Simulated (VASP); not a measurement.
# Pt (P6_3/mmc) in VASP: a series of runs, part 3 of 3

VASP 6.6.1. The steps go on from the part before.

### 7 Single point, LDA, collinear spin, ferromagnetic start

This run uses another cell than the first one, of 16.86 Å³/atom, 1.041 times its volume.

Contents of INCAR:

```
SYSTEM = Pt
  PREC = Accurate
  ENCUT = 520
  EDIFF = 1E-7
  ISMEAR = 0
  SIGMA = 0.15
  LREAL = .False.
  LASPH = .True.
  NELM = 150
  ALGO = Normal
  ISIF = 2
  LWAVE = .False.
  LCHARG = .False.
  ISPIN = 2
  MAGMOM = 0.15 0.15
  LORBIT = 11
  NUPDOWN = 0.3
  LMAXMIX = 4
  GGA = CA
  NBANDS = 21
```

Contents of KPOINTS:

```
regular mesh
0
Gamma
  21 21 10
  0 0 0
```

Contents of POSCAR:

```
Pt
1.0
    2.8250521638      0.0000000000      0.0000000000
   -1.4125260819      2.4465669409      0.0000000000
    0.0000000000      0.0000000000      4.8781199007
Pt
2
Direct
    0.6666666667      0.3333333333      0.7500000000
    0.3333333333      0.6666666667      0.2500000000
```

Potentials or basis: VASP PAW LDA potentials, release 64 (Pt).

Started as:

```sh
> cat potpaw_LDA.64/Pt/POTCAR > POTCAR
> mpirun -np 1 vasp_std > vasp.out
```

OUTCAR:

```text
SYSTEM = Pt
   PREC = Accurate
   ENCUT = 520
   EDIFF = 1E-7
   ISMEAR = 0
   LREAL = .False.
   LASPH = .True.
   NELM = 150
   ISIF = 2
   ISPIN = 2
   LORBIT = 11
   NUPDOWN = 0.3
   GGA = CA

 ion  position               nearest neighbor table
   1  0.667  0.333  0.750-   2 2.93   2 2.93   2 2.93   2 2.93   2 2.93   2 2.93
   2  0.333  0.667  0.250-   1 2.93   1 2.93   1 2.93   1 2.93   1 2.93   1 2.93

  LATTYP: Found a hexagonal cell.
 ALAT       =     2.8250521638
 C/A-ratio  =     1.7267362222

  Lattice vectors:

 A1 = (   2.8250521638,   0.0000000000,   0.0000000000)
 A2 = (  -1.4125260819,   2.4465669409,   0.0000000000)
 A3 = (   0.0000000000,   0.0000000000,   4.8781199007)

Analysis of symmetry for initial positions (statically):
=====================================================================
 Subroutine PRICEL returns:
 Original cell was already a primitive cell.

 Routine SETGRP: Setting up the symmetry group for a
 hexagonal supercell.

 Subroutine GETGRP returns: Found 24 space group operations
 (whereof 12 operations were pure point group operations)
 out of a pool of 24 trial point group operations.

The static configuration has the point symmetry D_3d.
 The point group associated with its full space group is D_6h.

Analysis of symmetry for dynamics (positions and initial velocities):
=====================================================================
 Subroutine PRICEL returns:
 Original cell was already a primitive cell.

 Routine SETGRP: Setting up the symmetry group for a
 hexagonal supercell.

 Subroutine GETGRP returns: Found 24 space group operations
 (whereof 12 operations were pure point group operations)
 out of a pool of 24 trial point group operations.

The dynamic configuration has the point symmetry D_3d.
 The point group associated with its full space group is D_6h.

Analysis of structural, dynamic, and magnetic symmetry:
=====================================================================
 Subroutine PRICEL returns:
 Original cell was already a primitive cell.

 Routine SETGRP: Setting up the symmetry group for a
 hexagonal supercell.

 Subroutine GETGRP returns: Found 24 space group operations
 (whereof 12 operations were pure point group operations)
 out of a pool of 24 trial point group operations.

The overall configuration has the point symmetry D_3d.
 The point group associated with its full space group is D_6h.

 Subroutine INISYM returns: Found 24 space group operations
 (whereof 12 operations are pure point group operations),
 and found     1 'primitive' translations

----------------------------------------------------------------------------------------

                                     Primitive cell

  volume of cell :      33.7160

  direct lattice vectors                    reciprocal lattice vectors
     2.825052164  0.000000000  0.000000000     0.353975765  0.204368003  0.000000000
    -1.412526082  2.446566941  0.000000000     0.000000000  0.408736006  0.000000000
     0.000000000  0.000000000  4.878119901     0.000000000  0.000000000  0.204997011

  length of vectors
     2.825052164  2.825052164  4.878119901     0.408736006  0.408736006  0.204997011

  position of ions in fractional coordinates (direct lattice)
     0.666666667  0.333333333  0.750000000
     0.333333333  0.666666667  0.250000000

  ion indices of the primitive-cell ions
   primitive index   ion index
                 1           1
                 2           2

[... 67 lines left out ...]
   LSORBIT =      F    spin-orbit coupling
   LASPH  =      T    aspherical Exc in radial PAW
   ENCUT  =  520.0 eV  38.22 Ry    6.18 a.u.   5.25  5.25  9.07*2*pi/ulx,y,z
   NELM   =    150;   NELMIN=  2; NELMDL= -5     # of ELM steps
   EDIFF  = 0.1E-06   stopping-criterion for ELM
   LREAL  =      F    real-space projection
   EDIFFG = 0.1E-05   stopping-criterion for IOM
   NSW    =      0    number of steps for IOM
   IBRION =     -1    ionic relax: 0-MD 1-quasi-New 2-CG
   NFREE  =      0    steps in history (QN), initial steepest desc. (CG)
   ISIF   =      2    stress and relaxation
   ISYM   =      2    0-nonsym 1-usesym 2-fastsym
   POTIM  = 0.5000    time-step for ionic-motion
   TEBEG  =    0.0;   TEEND  =   0.0 temperature during run
   PSTRESS=    0.0 pullay stress
   NELECT =      20.0000    total number of electrons
   NUPDOWN=       0.3000    fix difference up-down
   EMIN   =  10.00;   EMAX   =-10.00  energy-range for DOS
   EFERMI =   0.00;   METHOD = LEGACY
   ISMEAR =     0;   SIGMA  =   0.15  broadening in eV -4-tet -1-fermi 0-gaus
   EFERMI_NEDOS =   21; number of points for ismear=-14 and -15
   IALGO  =     38    algorithm
   IMIX   =      4    mixing-type and parameters
     AMIX     =   0.40;   BMIX     =  1.00
     AMIX_MAG =   1.60;   BMIX_MAG =  1.00
  volume/ion in A,a.u.               =      16.86       113.76
  Fermi-wavevector in a.u.,A,eV,Ry     =   1.375539  2.599391 25.743675  1.892107
  Thomas-Fermi vector in A             =   2.500865
   LORBIT       =     11    0 simple, 1 ext, 2 COOP (PROOUT), +10 PAW based schemes
   GGA     = CA    functional components
   LHFCALC =     F    Hartree Fock is set to
   AEXX    =    0.0000 exact exchange contribution
   IVDW    =     0    specifies the selected vdW correction
   LEPSILON=     F    determine dielectric tensor
   LRPA    =     F    only Hartree local field effects (RPA)
 spin polarized calculation
 Gauss-broadening in eV      SIGMA  =   0.15
  energy-cutoff  :      520.00
  volume of cell :       33.72
 maximum number of plane-waves:       926
 NGX is ok and might be reduce to    24
   NGX = 11   NGY = 11   NGZ = 19

 number of electron      19.9999995 magnetization       0.3000000

 Free energy of the ion-electron system (eV)
  ---------------------------------------------------
  ext. energy  EPLUGINS =         0.00000000
  ---------------------------------------------------
  free energy    TOTEN  =       -14.52759997 eV

  energy without entropy =      -14.47865581  energy(sigma->0) =      -14.50312789

 E-fermi :   9.0509     XC(G=0): -13.0449

 val. band max:        9.0951190657   @ k =   0.2381   0.2381   0.5000
 cond. band min:       9.0524372022   @ k =   0.3333   0.0476   0.0000
 fundamental gap:     -0.0426818635
 Fermi energy:         9.0963160450

 spin component 1

 k-point     1 :       0.0000    0.0000    0.0000
  band No.  band energies     occupation
      1       0.0188      1.00000
      2       2.5962      1.00000
      3       5.4992      1.00000
      4       5.9488      1.00000
      5       5.9488      1.00000
      6       6.2802      1.00000
[... 565 lines left out ...]
     20      29.2788      0.00000
     21      29.9190      0.00000

 [... further k-points ...]

 spin component 2

 k-point     1 :       0.0000    0.0000    0.0000
  band No.  band energies     occupation
      1       0.0493      1.00000
      2       2.6539      1.00000
      3       5.5857      1.00000
      4       6.0290      1.00000
      5       6.0290      1.00000
      6       6.3623      1.00000
[... 565 lines left out ...]
     20      29.3134      0.00000
     21      29.9589      0.00000

 [... further k-points ...]

------------------------ aborting loop because EDIFF is reached ----------------------------------------

  FORCE on cell =-STRESS in cart. coord.  units (eV):
  Direction    XX          YY          ZZ          XY          YZ          ZX
  --------------------------------------------------------------------------------------
  -------------------------------------------------------------------------------------
  Total       -5.7317890     -5.7317890     -5.2905220     -0.0000000     -0.0000000      0.0000000
  in kB     -272.3734232   -272.3734232   -251.4045091     -0.0000000     -0.0000000      0.0000000
  external PRESSURE =    -265.3837852 kB  Pullay stress =       0.0000000 kB

 VOLUME and BASIS-vectors are now :
 -----------------------------------------------------------------------------
  energy-cutoff  :      520.00
  volume of cell :       33.72
      direct lattice vectors                 reciprocal lattice vectors
     2.825052164  0.000000000  0.000000000     0.353975765  0.204368003  0.000000000
    -1.412526082  2.446566941  0.000000000     0.000000000  0.408736006  0.000000000
     0.000000000  0.000000000  4.878119901     0.000000000  0.000000000  0.204997011

 POSITION                                       TOTAL-FORCE (eV/Angst)
 -----------------------------------------------------------------------------------
      1.41253      0.81552      3.65859        -0.000000      0.000000      0.000000
     -0.00000      1.63104      1.21953         0.000000     -0.000000      0.000000
 -----------------------------------------------------------------------------------
    total drift:                                0.000000     -0.000000      0.000000

  FREE ENERGIE OF THE ION-ELECTRON SYSTEM (eV)
  ---------------------------------------------------
  free  energy   TOTEN  =       -14.5275999679 eV

  energy  without entropy=      -14.4786558122  energy(sigma->0) =      -14.50312789

 total charge

# of ion       s       p       d       tot
------------------------------------------
    1        0.587   0.484   7.979   9.050
    2        0.587   0.484   7.979   9.050
--------------------------------------------------
tot          1.175   0.967  15.959  18.101

 magnetization (x)

# of ion       s       p       d       tot
------------------------------------------
    1        0.001  -0.001   0.148   0.148
    2        0.001  -0.001   0.148   0.148
--------------------------------------------------
tot          0.002  -0.001   0.296   0.296
```

OSZICAR:

```text
N       E                     dE             d eps       ncg     rms          rms(c)
DAV:   1     0.101587230488E+03    0.10159E+03   -0.96481E+03 24200   0.882E+02
DAV:   2    -0.130079205918E+02   -0.11460E+03   -0.10730E+03 27550   0.214E+02
DAV:   3    -0.154108586575E+02   -0.24029E+01   -0.23738E+01 28529   0.300E+01
DAV:   4    -0.154239687337E+02   -0.13110E-01   -0.13108E-01 27522   0.241E+00
DAV:   5    -0.154241182178E+02   -0.14948E-03   -0.14948E-03 28702   0.272E-01    0.137E+01
DAV:   6    -0.145911346733E+02    0.83298E+00   -0.11613E+00 25892   0.857E+00    0.706E+00
DAV:   7    -0.145346349933E+02    0.56500E-01   -0.10063E-01 28086   0.249E+00    0.308E+00
DAV:   8    -0.145277115471E+02    0.69234E-02   -0.92382E-03 27068   0.680E-01    0.800E-01
DAV:   9    -0.145276226400E+02    0.88907E-04   -0.78463E-05 28430   0.580E-02    0.201E-01
DAV:  10    -0.145276002458E+02    0.22394E-04   -0.32623E-05 27370   0.411E-02    0.507E-02
DAV:  11    -0.145275998207E+02    0.42509E-06   -0.22002E-06 27227   0.955E-03    0.113E-02
DAV:  12    -0.145275999437E+02   -0.12299E-06   -0.28372E-07 28362   0.355E-03    0.325E-03
DAV:  13    -0.145275999679E+02   -0.24217E-07   -0.32606E-08 14106   0.123E-03
   1 F= -.14527600E+02 E0= -.14503128E+02  d E =-.489442E-01  mag=     0.3000
```

stdout:

```text
POSCAR found type information on POSCAR Pt
 POSCAR found :  1 types and       2 ions
 scaLAPACK will be used
 LDA part: xc-table for (Slater(with rela. corr.)+CA(PZ))
 , standard interpolation
 POSCAR, INCAR and KPOINTS ok, starting setup
 FFT: planning ... GRIDC
 FFT: planning ... GRID_SOFT
 FFT: planning ... GRID
 WAVECAR not read
 entering main loop
```

Run time: 5.1 min. Hardware: 1 thread of Oxide Virtual Turin-like, shared host; peak memory 0.33 GiB.

Results:

```yaml
Free_energy: -14.5276 eV
Pressure: -26.5 GPa
Net_moment: 0.30 μB per cell
Site_moments: Pt +0.15 μB
Valence_electrons_inside_the_program's_atomic_spheres: Pt 9.05
```

Caveat: spin-orbit coupling is left out, which moves the levels of the heavy elements; the total moment is fixed, so each spin has its own Fermi level.

### 8 The runs side by side

| fixed moment (μB) | cell | pressure (GPa) | moment (μB) |
| --- | --- | --- | --- |
| 0.2 | a = 2.787, b = 2.787, c = 4.813 Å, angles 90.0, 90.0, 120.0°, 2 atoms | -20.0 | 0.20 |
| 0.6 | a = 2.787, b = 2.787, c = 4.813 Å, angles 90.0, 90.0, 120.0°, 2 atoms | -19.7 | 0.60 |
| 0.3 | a = 2.787, b = 2.787, c = 4.813 Å, angles 90.0, 90.0, 120.0°, 2 atoms | -19.9 | 0.30 |
| 0.1 | a = 2.787, b = 2.787, c = 4.813 Å, angles 90.0, 90.0, 120.0°, 2 atoms | -20.0 | 0.10 |
| 0.1 | a = 2.825, b = 2.825, c = 4.878 Å, angles 90.0, 90.0, 120.0°, 2 atoms | -26.6 | 0.10 |
| 0.3 | a = 2.825, b = 2.825, c = 4.878 Å, angles 90.0, 90.0, 120.0°, 2 atoms | -26.5 | 0.30 |

Alike in all rows: task single point; level LDA; potentials or basis VASP PAW LDA potentials, release 64 (Pt); spin collinear, ferromagnetic start; k mesh 21 × 21 × 10; cutoff (eV) 520; smearing gaussian 0.15 eV.

Caveats: spin-orbit coupling is left out, which moves the levels of the heavy elements; the total moment is fixed, so each spin has its own Fermi level.

Total energies depend on the potentials used, so only differences within one code and one set of settings carry meaning.
